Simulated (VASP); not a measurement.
# Fe (Fd-3m) in VASP: notebook

Fe is run at these levels: LDA; tasks: single point.

Program: VASP 6.6.1. These are calculated values, not measurements. Logs are shortened: lines on timing, memory, paths and dates and some standing lists are left out, and cuts for length are marked.

## 1. The cell of the first run

Symmetry: Fd-3m, No. 227, cubic system. The conventional cell has a = 4.880 Å, b = 4.880 Å, c = 4.880 Å, α = 90.00°, β = 90.00°, γ = 90.00°. Fe (site symmetry -43m) has 4 Fe at 2.11 Å within 2.8 Å.

## 2. Single point, LDA (volume scaled by 1.08)

INCAR

```
SYSTEM = Fe
  PREC = Accurate
  ENCUT = 600
  EDIFF = 1E-6
  ISMEAR = -1
  SIGMA = 0.1
  LREAL = .FALSE.
  LASPH = .TRUE.
  NELM = 120
  ALGO = Normal
  ISIF = 2
  LWAVE = .FALSE.
  LCHARG = .TRUE.
  GGA = CA
  LELF = .TRUE.
  LVHAR = .TRUE.
  NBANDS = 23
  GGA_COMPAT = .FALSE.
```

KPOINTS

```
regular mesh
0
G
  13 13 13
  0 0 0
```

POSCAR

```
Fe
1.0
    0.0000000000      2.4398842954      2.4398842954
    2.4398842954      0.0000000000      2.4398842954
    2.4398842954      2.4398842954      0.0000000000
Fe
2
Direct
    0.1250000000      0.1250000000      0.1250000000
    0.8750000000      0.8750000000      0.8750000000
```

Potentials or basis: VASP PAW LDA potentials, release 64 (Fe_sv).

Run with:

```bash
> cat potpaw_LDA.64/Fe_sv/POTCAR > POTCAR
> mpirun -np 1 vasp_std > vasp.out
```

OUTCAR:

```text
SYSTEM = Fe
   PREC = Accurate
   ENCUT = 600
   EDIFF = 1E-6
   ISMEAR = -1
   LREAL = .FALSE.
   LASPH = .TRUE.
   NELM = 120
   ISIF = 2
   GGA = CA

 ion  position               nearest neighbor table
   1  0.125  0.125  0.125-   2 2.11   2 2.11   2 2.11   2 2.11
   2  0.875  0.875  0.875-   1 2.11   1 2.11   1 2.11   1 2.11

  LATTYP: Found a face centered cubic cell.
 ALAT       =     4.8797685908

  Lattice vectors:

 A1 = (   0.0000000000,   2.4398842954,   2.4398842954)
 A2 = (   2.4398842954,   0.0000000000,   2.4398842954)
 A3 = (   2.4398842954,   2.4398842954,   0.0000000000)

Analysis of symmetry for initial positions (statically):
=====================================================================
 Subroutine PRICEL returns:
 Original cell was already a primitive cell.

 Routine SETGRP: Setting up the symmetry group for a
 face centered cubic supercell.

 Subroutine GETGRP returns: Found 48 space group operations
 (whereof 12 operations were pure point group operations)
 out of a pool of 48 trial point group operations.

The static configuration has the point symmetry D_3d.
 The point group associated with its full space group is O_h .

Analysis of symmetry for dynamics (positions and initial velocities):
=====================================================================
 Subroutine PRICEL returns:
 Original cell was already a primitive cell.

 Routine SETGRP: Setting up the symmetry group for a
 face centered cubic supercell.

 Subroutine GETGRP returns: Found 48 space group operations
 (whereof 12 operations were pure point group operations)
 out of a pool of 48 trial point group operations.

The dynamic configuration has the point symmetry D_3d.
 The point group associated with its full space group is O_h .

 Subroutine INISYM returns: Found 48 space group operations
 (whereof 12 operations are pure point group operations),
 and found     1 'primitive' translations

----------------------------------------------------------------------------------------

                                     Primitive cell

  volume of cell :      29.0494

  direct lattice vectors                    reciprocal lattice vectors
     0.000000000  2.439884295  2.439884295    -0.204927750  0.204927750  0.204927750
     2.439884295  0.000000000  2.439884295     0.204927750 -0.204927750  0.204927750
[... 74 lines left out ...]
   NGXF,Y,Z  is equivalent  to a cutoff of  26.98, 26.98, 26.98 a.u.
 SYSTEM =  Fe
   PREC   = accura    normal or accurate (medium, high low for compatibility)
   ISTART =      0    job   : 0-new  1-cont  2-samecut
   ICHARG =      2    charge: 1-file 2-atom 10-const
   ISPIN  =      1    spin polarized calculation?
   LNONCOLLINEAR =      F non collinear calculations
   LSORBIT =      F    spin-orbit coupling
   LASPH  =      T    aspherical Exc in radial PAW
   ENCUT  =  600.0 eV  44.10 Ry    6.64 a.u.   6.89  6.89  6.89*2*pi/ulx,y,z
   NELM   =    120;   NELMIN=  2; NELMDL= -5     # of ELM steps
   EDIFF  = 0.1E-05   stopping-criterion for ELM
   LREAL  =      F    real-space projection
   EDIFFG = 0.1E-04   stopping-criterion for IOM
   NSW    =      0    number of steps for IOM
   IBRION =     -1    ionic relax: 0-MD 1-quasi-New 2-CG
   NFREE  =      0    steps in history (QN), initial steepest desc. (CG)
   ISIF   =      2    stress and relaxation
   ISYM   =      2    0-nonsym 1-usesym 2-fastsym
   POTIM  = 0.5000    time-step for ionic-motion
   TEBEG  =    0.0;   TEEND  =   0.0 temperature during run
   PSTRESS=    0.0 pullay stress
   NELECT =      32.0000    total number of electrons
   NUPDOWN=      -1.0000    fix difference up-down
   EMIN   =  10.00;   EMAX   =-10.00  energy-range for DOS
   EFERMI =   0.00;   METHOD = LEGACY
   ISMEAR =    -1;   SIGMA  =   0.10  broadening in eV -4-tet -1-fermi 0-gaus
   EFERMI_NEDOS =   21; number of points for ismear=-14 and -15
   IALGO  =     38    algorithm
   IMIX   =      4    mixing-type and parameters
     AMIX     =   0.40;   BMIX     =  1.00
     AMIX_MAG =   1.60;   BMIX_MAG =  1.00
  volume/ion in A,a.u.               =      14.52        98.02
  Fermi-wavevector in a.u.,A,eV,Ry     =   1.690748  3.195051 38.894014  2.858629
  Thomas-Fermi vector in A             =   2.772639
   LORBIT       =      0    0 simple, 1 ext, 2 COOP (PROOUT), +10 PAW based schemes
   GGA     = CA    functional components
   LHFCALC =     F    Hartree Fock is set to
   AEXX    =    0.0000 exact exchange contribution
   IVDW    =     0    specifies the selected vdW correction
   LEPSILON=     F    determine dielectric tensor
   LRPA    =     F    only Hartree local field effects (RPA)
 non-spin polarized calculation
  energy-cutoff  :      600.00
  volume of cell :       29.05
 maximum number of plane-waves:       982
   NGX = 13   NGY = 13   NGZ = 13

 number of electron      31.9999985 magnetization

 Free energy of the ion-electron system (eV)
  ---------------------------------------------------
  ext. energy  EPLUGINS =         0.00000000
  ---------------------------------------------------
  free energy    TOTEN  =       -16.29732517 eV

  energy without entropy =      -16.21384056  energy(sigma->0) =      -16.25558286

 E-fermi :   8.0799     XC(G=0): -12.3209

 val. band max:        8.0654113681   @ k =   0.3846   0.0000   0.0000
 cond. band min:       8.0819812914   @ k =   0.2308   0.2308   0.0000
 fundamental gap:      0.0165699233
 Fermi energy:         8.0799236436

 k-point     1 :       0.0000    0.0000    0.0000
  band No.  band energies     occupation
      1     -78.0642      2.00000
      2     -77.6574      2.00000
      3     -44.7865      2.00000
      4     -44.7865      2.00000
      5     -44.7865      2.00000
      6     -44.1840      2.00000
[... 613 lines left out ...]
     22      16.9128      0.00000
     23      19.9887      0.00000

 [... further k-points ...]
[... 5 lines left out ...]
  --------------------------------------------------------------------------------------
  -------------------------------------------------------------------------------------
  Total       -2.6711217     -2.6711217     -2.6711217      0.0000000      0.0000000     -0.0000000
  in kB     -147.3216503   -147.3216503   -147.3216503      0.0000000      0.0000000     -0.0000000
  external PRESSURE =    -147.3216503 kB  Pullay stress =       0.0000000 kB

 VOLUME and BASIS-vectors are now :
 -----------------------------------------------------------------------------
  energy-cutoff  :      600.00
  volume of cell :       29.05
      direct lattice vectors                 reciprocal lattice vectors
     0.000000000  2.439884295  2.439884295    -0.204927750  0.204927750  0.204927750
     2.439884295  0.000000000  2.439884295     0.204927750 -0.204927750  0.204927750
     2.439884295  2.439884295  0.000000000     0.204927750  0.204927750 -0.204927750

 POSITION                                       TOTAL-FORCE (eV/Angst)
 -----------------------------------------------------------------------------------
      0.60997      0.60997      0.60997         0.000000      0.000000     -0.000000
      4.26980      4.26980      4.26980        -0.000000     -0.000000      0.000000
 -----------------------------------------------------------------------------------
    total drift:                                0.000000      0.000000     -0.000000

  FREE ENERGIE OF THE ION-ELECTRON SYSTEM (eV)
  ---------------------------------------------------
  free  energy   TOTEN  =       -16.2973251667 eV

  energy  without entropy=      -16.2138405586  energy(sigma->0) =      -16.25558286
```

stdout:

```text
POSCAR found type information on POSCAR Fe
 POSCAR found :  1 types and       2 ions
 scaLAPACK will be used
 LDA part: xc-table for (Slater(with rela. corr.)+CA(PZ))
 , standard interpolation
 POSCAR, INCAR and KPOINTS ok, starting setup
 FFT: planning ... GRIDC
 FFT: planning ... GRID_SOFT
 FFT: planning ... GRID
 WAVECAR not read
 entering main loop
```

It took 74 s on 1 thread of Intel Xeon Platinum 8488C (Sapphire Rapids), shared host; peak memory 0.17 GiB.

Results:

| Property | Result |
| --- | --- |
| Free energy | -16.2973 eV |
| Pressure | -14.7 GPa |
| Band gap on the k mesh | zero (band 16 reaches 8.45 eV, above the bottom of band 17 at 7.66 eV) |

Caveat: the cell differs from its parent crystal (volume scaled by 1.08); the run has no spin polarisation, though such a crystal can be magnetic.

## 3. Single point, LDA

This run uses another cell than the first one, of 13.45 Å³/atom, 0.926 times its volume.

INCAR

```
SYSTEM = Fe
ALGO = Normal
EDIFF = 1E-6
ENCUT = 600
GGA = CA
GGA_COMPAT = .False.
ISIF = 2
ISMEAR = -1
LASPH = .True.
LCHARG = .False.
LREAL = .False.
LWAVE = .False.
NBANDS = 23
NELM = 120
PREC = Accurate
SIGMA = 0.1
```

KPOINTS

```
k-points
0
Gamma
  13 13 13
  0 0 0
```

POSCAR

```
Fe
1.0
    0.0000000000      2.3780883197      2.3780883197
    2.3780883197      0.0000000000      2.3780883197
    2.3780883197      2.3780883197      0.0000000000
Fe
2
Direct
    0.1250000000      0.1250000000      0.1250000000
    0.8750000000      0.8750000000      0.8750000000
```

Potentials or basis: VASP PAW LDA potentials, release 64 (Fe_sv).

Run with:

```bash
> cat potpaw_LDA.64/Fe_sv/POTCAR > POTCAR
> mpirun -np 1 vasp_std > vasp.out
```

Run time: 70 s. Hardware: 1 thread of Intel Xeon Platinum 8259CL at 2.50GHz (Skylake/Cascade Lake), shared host; peak memory 0.16 GiB.

The run converged. Its results:

```yaml
Free_energy: -16.3861 eV
Pressure: -2.6 GPa
Band_gap_on_the_k_mesh: zero (band 16 reaches 9.54 eV, above the bottom of band 17 at 8.67 eV)
```

Levels at points of the mesh, in eV from the Fermi level:
| k point | band 12 | band 13 | band 14 | band 15 | band 16 | band 17 | band 18 | band 19 | band 20 | band 21 |
| --- | --- | --- | --- | --- | --- | --- | --- | --- | --- | --- |
| (0.00, 0.00, 0.00) | -2.65 | -2.65 | -2.65 | -0.44 | -0.44 | -0.44 | 1.40 | 1.40 | 15.01 | 15.01 |

Caveat: the run has no spin polarisation, though such a crystal can be magnetic. Spin polarisation is off, so any magnetic state and its effect on volume and gap are missing.
